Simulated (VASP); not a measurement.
# TaN (I4mm) in VASP: notebook

The runs below take TaN through single point, with LDA.

All numbers are computed with VASP 6.6.1; they aren't measurements. Logs are shortened: lines on timing, memory, paths and dates and some standing lists are left out, and cuts for length are marked.

### Step 1. The cell of the first run

Symmetry: I4mm, No. 107, tetragonal system. Conventional cell: a = 3.151 Å, b = 3.151 Å, c = 4.456 Å, α = 90.00°, β = 90.00°, γ = 90.00°. Ta (site symmetry 4mm) has 6 N at 2.16 to 2.30 Å within 2.9 Å. N (site symmetry 4mm) has 6 Ta at 2.16 to 2.30 Å within 2.9 Å.

### Step 2. Single point, LDA (atoms displaced along a vibrational mode, the cell strained)

INCAR reads:

```
  PREC = Accurate
  ENCUT = 520
  EDIFF = 1E-6
  ISMEAR = 0
  SIGMA = 0.15
  LREAL = F
  LASPH = T
  NELM = 100
  ALGO = Normal
  ISIF = 2
  LWAVE = F
  LCHARG = F
  NBANDS = 15
```

KPOINTS reads:

```
Automatic mesh
0
Gamma
  18 18 18
```

POSCAR reads:

```
TaN
1.0
    0.0000000000      2.2281815418      2.2281815418
    2.2281815418      0.0000000000      2.2281815418
    2.2281815418      2.2281815418      0.0000000000
Ta N
1 1
Direct
    0.4989139126      0.5010860874      0.5010860874
    0.0140304995     -0.0140304995     -0.0140304995
```

Potentials or basis: VASP PAW LDA potentials, release 64 (Ta_pv, N).

Command:

```console
$ cat potpaw_LDA.64/Ta_pv/POTCAR potpaw_LDA.64/N/POTCAR > POTCAR
$ mpirun -np 1 vasp_std > vasp.out
```

OUTCAR:

```text
PREC = Accurate
   ENCUT = 520
   EDIFF = 1E-6
   ISMEAR = 0
   LREAL = F
   LASPH = T
   NELM = 100
   ISIF = 2

 ion  position               nearest neighbor table
   1  0.499  0.501  0.501-   2 2.16   2 2.23   2 2.23   2 2.23   2 2.23   2 2.30
   2  0.014  0.986  0.986-   1 2.16   1 2.23   1 2.23   1 2.23   1 2.23   1 2.30

  LATTYP: Found a face centered cubic cell.
 ALAT       =     4.4563630836

  Lattice vectors:

 A1 = (   0.0000000000,   2.2281815418,   2.2281815418)
 A2 = (   2.2281815418,   0.0000000000,   2.2281815418)
 A3 = (   2.2281815418,   2.2281815418,   0.0000000000)

Analysis of symmetry for initial positions (statically):
=====================================================================
 Subroutine PRICEL returns:
 Original cell was already a primitive cell.

 Routine SETGRP: Setting up the symmetry group for a
 face centered cubic supercell.

 Subroutine GETGRP returns: Found  8 space group operations
 (whereof  8 operations were pure point group operations)
 out of a pool of 48 trial point group operations.

The static configuration has the point symmetry C_4v.

Analysis of symmetry for dynamics (positions and initial velocities):
=====================================================================
 Subroutine PRICEL returns:
 Original cell was already a primitive cell.

 Routine SETGRP: Setting up the symmetry group for a
 face centered cubic supercell.

 Subroutine GETGRP returns: Found  8 space group operations
 (whereof  8 operations were pure point group operations)
 out of a pool of 48 trial point group operations.

The dynamic configuration has the point symmetry C_4v.

 Subroutine INISYM returns: Found  8 space group operations
 (whereof  8 operations are pure point group operations),
 and found     1 'primitive' translations

----------------------------------------------------------------------------------------

                                     Primitive cell

  volume of cell :      22.1249

  direct lattice vectors                    reciprocal lattice vectors
     0.000000000  2.228181542  2.228181542    -0.224398233  0.224398233  0.224398233
     2.228181542  0.000000000  2.228181542     0.224398233 -0.224398233  0.224398233
     2.228181542  2.228181542  0.000000000     0.224398233  0.224398233 -0.224398233

  length of vectors
     3.151124556  3.151124556  3.151124556     0.388669140  0.388669140  0.388669140

  position of ions in fractional coordinates (direct lattice)
     0.498913913  0.501086087  0.501086087
     0.014030500  0.985969500  0.985969500

  ion indices of the primitive-cell ions
   primitive index   ion index
                 1           1
                 2           2

----------------------------------------------------------------------------------------

 KPOINTS: Automatic mesh

Automatic generation of k-mesh.
 Grid dimensions read from file:
 generate k-points for:   18   18   18

 Generating k-lattice:

  Cartesian coordinates                     Fractional coordinates (reciprocal lattice)
    -0.012466568  0.012466568  0.012466568     0.055555556  0.000000000  0.000000000
     0.012466568 -0.012466568  0.012466568     0.000000000  0.055555556  0.000000000
     0.012466568  0.012466568 -0.012466568     0.000000000  0.000000000  0.055555556

  Length of vectors
     0.021592730  0.021592730  0.021592730

  Shift w.r.t. Gamma in fractional coordinates (k-lattice)
     0.000000000  0.000000000  0.000000000

 Subroutine IBZKPT returns following result:
 ===========================================

 Found    480 irreducible k-points:

 Following reciprocal coordinates:
            Coordinates               Weight
  0.000000  0.000000  0.000000      1.000000
  0.055556  0.000000  0.000000      8.000000
  0.111111  0.000000  0.000000      8.000000
  0.166667  0.000000  0.000000      8.000000
  0.222222  0.000000  0.000000      8.000000
  0.277778  0.000000  0.000000      8.000000
[... 16 lines left out ...]
  0.388889  0.055556  0.000000     16.000000
  0.000000  0.388889  0.055556      8.000000
 [... further k-points ...]
   k-points           NKPTS =    480   k-points in BZ     NKDIM =    480   number of bands    NBANDS=     15
   number of dos      NEDOS =    301   number of ions     NIONS =      2
   total plane-waves  NPLWV =  13824
   dimension x,y,z NGX =    24 NGY =   24 NGZ =   24
   dimension x,y,z NGXF=    48 NGYF=   48 NGZF=   48
   ions per type =               1   1
   NGX,Y,Z   is equivalent  to a cutoff of  12.66, 12.66, 12.66 a.u.
   NGXF,Y,Z  is equivalent  to a cutoff of  25.32, 25.32, 25.32 a.u.
 SYSTEM =  unknown system
   PREC   = accura    normal or accurate (medium, high low for compatibility)
   ISTART =      0    job   : 0-new  1-cont  2-samecut
   ICHARG =      2    charge: 1-file 2-atom 10-const
   ISPIN  =      1    spin polarized calculation?
   LNONCOLLINEAR =      F non collinear calculations
   LSORBIT =      F    spin-orbit coupling
   LASPH  =      T    aspherical Exc in radial PAW
   ENCUT  =  520.0 eV  38.22 Ry    6.18 a.u.   5.86  5.86  5.86*2*pi/ulx,y,z
   NELM   =    100;   NELMIN=  2; NELMDL= -5     # of ELM steps
   EDIFF  = 0.1E-05   stopping-criterion for ELM
   LREAL  =      F    real-space projection
   EDIFFG = 0.1E-04   stopping-criterion for IOM
   NSW    =      0    number of steps for IOM
   IBRION =     -1    ionic relax: 0-MD 1-quasi-New 2-CG
   NFREE  =      0    steps in history (QN), initial steepest desc. (CG)
   ISIF   =      2    stress and relaxation
   ISYM   =      2    0-nonsym 1-usesym 2-fastsym
   POTIM  = 0.5000    time-step for ionic-motion
   TEBEG  =    0.0;   TEEND  =   0.0 temperature during run
   PSTRESS=    0.0 pullay stress
   NELECT =      16.0000    total number of electrons
   NUPDOWN=      -1.0000    fix difference up-down
   EMIN   =  10.00;   EMAX   =-10.00  energy-range for DOS
   EFERMI =   0.00;   METHOD = LEGACY
   ISMEAR =     0;   SIGMA  =   0.15  broadening in eV -4-tet -1-fermi 0-gaus
   EFERMI_NEDOS =   21; number of points for ismear=-14 and -15
   IALGO  =     38    algorithm
   IMIX   =      4    mixing-type and parameters
     AMIX     =   0.40;   BMIX     =  1.00
     AMIX_MAG =   1.60;   BMIX_MAG =  1.00
  volume/ion in A,a.u.               =      11.06        74.65
  Fermi-wavevector in a.u.,A,eV,Ry     =   1.469448  2.776854 29.378757  2.159278
  Thomas-Fermi vector in A             =   2.584824
   LORBIT       =      0    0 simple, 1 ext, 2 COOP (PROOUT), +10 PAW based schemes
   GGA     = CA    functional components
   LHFCALC =     F    Hartree Fock is set to
   AEXX    =    0.0000 exact exchange contribution
   IVDW    =     0    specifies the selected vdW correction
   LEPSILON=     F    determine dielectric tensor
   LRPA    =     F    only Hartree local field effects (RPA)
 non-spin polarized calculation
 Gauss-broadening in eV      SIGMA  =   0.15
  energy-cutoff  :      520.00
  volume of cell :       22.12
 maximum number of plane-waves:       609
   NGX = 11   NGY = 11   NGZ = 11

 number of electron      16.0000000 magnetization

 Free energy of the ion-electron system (eV)
  ---------------------------------------------------
  ext. energy  EPLUGINS =         0.00000000
  ---------------------------------------------------
  free energy    TOTEN  =       -24.03721818 eV

  energy without entropy =      -24.02711699  energy(sigma->0) =      -24.03216759

 E-fermi :   8.9314     XC(G=0): -13.4454

 val. band max:        8.9294245960   @ k =   0.0000   0.3889   0.0556
 cond. band min:       8.9323179264   @ k =   0.0000   0.0000   0.0000
 fundamental gap:      0.0028933304
 Fermi energy:         8.9314445063

 k-point     1 :       0.0000    0.0000    0.0000
  band No.  band energies     occupation
      1     -26.6870      2.00000
      2     -26.6846      2.00000
      3     -26.6846      2.00000
      4      -9.3392      2.00000
      5       5.1657      2.00000
      6       5.1657      2.00000
      7       5.1838      2.00000
      8       6.9218      2.00000
      9       7.0523      2.00000
     10       7.0523      2.00000
     11       8.9323      0.99343
     12       9.0708      0.18900
     13      10.3187      0.00000
     14      18.4016      0.00000
     15      20.2622      0.00000

 k-point     2 :       0.0556    0.0000    0.0000
  band No.  band energies     occupation
      1     -26.7098      2.00000
      2     -26.6883      2.00000
      3     -26.6868      2.00000
      4      -9.2681      2.00000
      5       4.6993      2.00000
      6       4.9284      2.00000
      7       5.0525      2.00000
      8       6.9892      2.00000
      9       7.1331      2.00000
     10       7.2147      2.00000
     11       9.2455      0.00306
     12       9.3700      0.00004
     13      10.5502      0.00000
     14      18.6225      0.00000
     15      20.2622      0.00000

 k-point     3 :       0.1111    0.0000    0.0000
  band No.  band energies     occupation
      1     -26.7790      2.00000
      2     -26.6948      2.00000
      3     -26.6934      2.00000
      4      -9.0611      2.00000
      5       3.8945      2.00000
      6       4.3846      2.00000
      7       4.4879      2.00000
      8       7.2425      2.00000
      9       7.3696      2.00000
     10       7.4769      2.00000
     11      10.0155      0.00000
     12      10.1135      0.00000
     13      11.1540      0.00000
     14      19.2439      0.00000
     15      20.2620      0.00000
[... 343 lines left out ...]
 k-point    23 :       0.3889    0.0556    0.0000
  band No.  band energies     occupation
      1     -27.3186      2.00000
      2     -26.7625      2.00000
      3     -26.7533      2.00000
      4      -7.0659      2.00000
      5      -0.1935      2.00000
      6       1.9408      2.00000
      7       2.1591      2.00000
      8       8.9114      1.14956
      9      10.1229      0.00000
     10      10.2374      0.00000
     11      13.6307      0.00000
     12      14.3870      0.00000
     13      15.3694      0.00000
     14      20.0283      0.00000
     15      20.3352      0.00000

 k-point    24 :       0.0000    0.3889    0.0556
  band No.  band energies     occupation
      1     -27.3189      2.00000
      2     -26.7615      2.00000
      3     -26.7541      2.00000
      4      -7.0647      2.00000
      5      -0.1938      2.00000
      6       1.9538      2.00000
      7       2.1420      2.00000
      8       8.9294      1.01519
      9      10.1241      0.00000
     10      10.2389      0.00000
     11      13.6062      0.00000
     12      14.3134      0.00000
     13      15.4524      0.00000
     14      20.0407      0.00000
     15      20.3390      0.00000

 [... further k-points ...]

------------------------ aborting loop because EDIFF is reached ----------------------------------------

  FORCE on cell =-STRESS in cart. coord.  units (eV):
  Direction    XX          YY          ZZ          XY          YZ          ZX
  --------------------------------------------------------------------------------------
  -------------------------------------------------------------------------------------
  Total       -2.7729107     -3.0295830     -3.0295830     -0.0000000      0.0000000      0.0000000
  in kB     -200.8004804   -219.3874235   -219.3874235     -0.0000000      0.0000000      0.0000000
  external PRESSURE =    -213.1917758 kB  Pullay stress =       0.0000000 kB

 VOLUME and BASIS-vectors are now :
 -----------------------------------------------------------------------------
  energy-cutoff  :      520.00
  volume of cell :       22.12
      direct lattice vectors                 reciprocal lattice vectors
     0.000000000  2.228181542  2.228181542    -0.224398233  0.224398233  0.224398233
     2.228181542  0.000000000  2.228181542     0.224398233 -0.224398233  0.224398233
     2.228181542  2.228181542  0.000000000     0.224398233  0.224398233 -0.224398233

 POSITION                                       TOTAL-FORCE (eV/Angst)
 -----------------------------------------------------------------------------------
      2.23302      2.22818      2.22818        -0.367600      0.000000      0.000000
      4.39384      2.22818      2.22818         0.367600      0.000000      0.000000
 -----------------------------------------------------------------------------------
    total drift:                                0.000063     -0.000000     -0.000000

  FREE ENERGIE OF THE ION-ELECTRON SYSTEM (eV)
  ---------------------------------------------------
  free  energy   TOTEN  =       -24.0372181844 eV

  energy  without entropy=      -24.0271169906  energy(sigma->0) =      -24.03216759
```

It took 95 s on 1 thread of Intel Xeon 8259CL, shared host; peak memory 0.27 GiB.

What came out:

| Property | Result |
| --- | --- |
| Free energy | -24.0372 eV |
| Pressure | -21.3 GPa |
| Largest force | 0.368 eV/Å |
| Band gap on the k mesh | zero (bands 8 and 9 overlap by 3.63 eV) |

Forces on the atoms (eV/Å):
```
Ta  -0.368  0.000  0.000
N    0.368  0.000  0.000
```

Caveat: the cell differs from its parent crystal (atoms displaced along a vibrational mode, the cell strained); the cell stands under tension; spin-orbit coupling is left out, which moves the levels of the heavy elements.

### Step 3. Single point, LDA (atoms displaced along a vibrational mode, the cell strained)

INCAR reads:

```
  PREC = Accurate
  ENCUT = 520
  EDIFF = 1E-6
  ISMEAR = 0
  SIGMA = 0.15
  LREAL = F
  LASPH = T
  NELM = 80
  ALGO = Normal
  ISIF = 2
  LWAVE = F
  LCHARG = T
  LELF = T
  LVHAR = T
  NBANDS = 15
```

KPOINTS reads:

```
regular mesh
0
Gamma
  18 18 18
```

POSCAR reads:

```
TaN
1.0
    0.0000000000      2.1194897592      2.1194897592
    2.1194897592      0.0000000000      2.1194897592
    2.1194897592      2.1194897592      0.0000000000
Ta N
1 1
Direct
    0.4989139126      0.5010860874      0.5010860874
    0.0140304995     -0.0140304995     -0.0140304995
```

Potentials or basis: VASP PAW LDA potentials, release 64 (Ta_pv, N).

Command:

```console
$ cat potpaw_LDA.64/Ta_pv/POTCAR potpaw_LDA.64/N/POTCAR > POTCAR
$ mpirun -np 1 vasp_std > vasp.out
```

Run time: 1.9 min. Hardware: 1 thread of Intel Xeon 8259CL, shared host; peak memory 0.25 GiB.

The run converged. Its results:

| Quantity | Value |
| --- | --- |
| Free energy | -23.9525 eV |
| Pressure | 37.7 GPa |
| Largest force | 0.875 eV/Å |
| Band gap on the k mesh | zero (bands 8 and 9 overlap by 4.50 eV) |

Forces in eV/Å, atoms in the order of the input:
```
Ta  -0.875  0.000  0.000
N    0.875  0.000  0.000
```

Stress tensor (GPa, compression positive):
```
39.84  0.00  0.00
 0.00 36.69  0.00
 0.00  0.00 36.69
```

Levels at points of the mesh, in eV from the Fermi level:
| k point | band 5 | band 6 | band 7 | band 8 | band 9 | band 10 | band 11 | band 12 |
| --- | --- | --- | --- | --- | --- | --- | --- | --- |
| (0.00, 0.00, 0.00) | -4.24 | -4.24 | -4.19 | -2.45 | -2.28 | -2.28 | 0.03 | 0.19 |
| (0.50, 0.00, 0.00) | -11.25 | -8.40 | -8.39 | 2.22 | 2.26 | 2.36 | 4.31 | 8.64 |
| (0.50, 0.50, 0.00) | -6.69 | -6.47 | -4.81 | -4.58 | 2.48 | 4.20 | 4.21 | 5.87 |
| (0.00, 0.50, 0.50) | -6.67 | -6.27 | -4.80 | -4.80 | 2.45 | 4.20 | 4.20 | 5.80 |

Caveat: the cell differs from its parent crystal (atoms displaced along a vibrational mode, the cell strained); the cell stands under pressure; spin-orbit coupling is left out, which moves the levels of the heavy elements.
